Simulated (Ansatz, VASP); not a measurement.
## Al in VASP and in Ansatz

File INCAR:

```
  PREC = Accurate
  ENCUT = 520
  EDIFF = 1E-7
  ISMEAR = 0
  SIGMA = 0.15
  LREAL = False
  LASPH = True
  NELM = 60
  ALGO = Fast
  ISIF = 2
  LWAVE = False
  LCHARG = True
  GGA = PS
  IVDW = 12
  LELF = True
  LVHAR = True
  NBANDS = 8
```

File KPOINTS:

```
Automatic mesh
0
Gamma
  20 20 20
```

The input POSCAR:

```
Al
1.0
    0.0000000000      2.0239800000      2.0543397000
    2.0239800000      0.0000000000      2.0543397000
    2.0239800000      2.0239800000      0.0000000000
Al
1
Direct
    0.0000000000      0.0000000000      0.0000000000
```

Input for Ansatz:

```yaml
crystal:
  lattice:
    - [0.0, 2.02398, 2.0543397]
    - [2.02398, 0.0, 2.0543397]
    - [2.02398, 2.02398, 0.0]
  atoms:
    - { symbol: Al, position: [0.0, 0.0, 0.0] }
basis:
  ecutwfc: 420
kpoints:
  mp_grid: { grid: [20, 20, 20] }
hamiltonian:
  xc: pbesol
  dispersion: d3bj
scf:
  occupations: { method: gaussian, width: 0.15 }
output:
  forces: true
  stress: true
  eigenvalues: true
```

Change from the starting cell: strain +0.0150 x Voigt [0, 0, 1, 0, 0, 0], atoms carried along.

Alike in both runs: task single point; functional PBEsol; dispersion D3(BJ); k mesh 20 × 20 × 20; occupations gaussian, width 0.15 eV; no spin polarisation.

|  | VASP | Ansatz |
| --- | --- | --- |
| version | VASP 6.6.1 | Ansatz 0.2.0 |
| potentials or method | VASP PAW PBE potentials, release 64 (Al), cutoff 520 eV | scalar-relativistic, plane waves, PAW |
| valence electrons in the cell | 3 | 3 |

VASP gave:

```
gap on the k mesh at the Fermi level (eV)                     : none
pressure (GPa)                                                : -5.9
traceless stress, the component that is largest in VASP (GPa) : -0.31
```

Task: Which values does Ansatz return?

Result: gap on the k mesh at the Fermi level (eV): none; pressure (GPa): -6.0; traceless stress, the component that is largest in VASP (GPa): -0.31.

VASP's potentials were made for PBE, not for PBEsol. A gap of «none» marks a metal or a gap that the smearing closes.
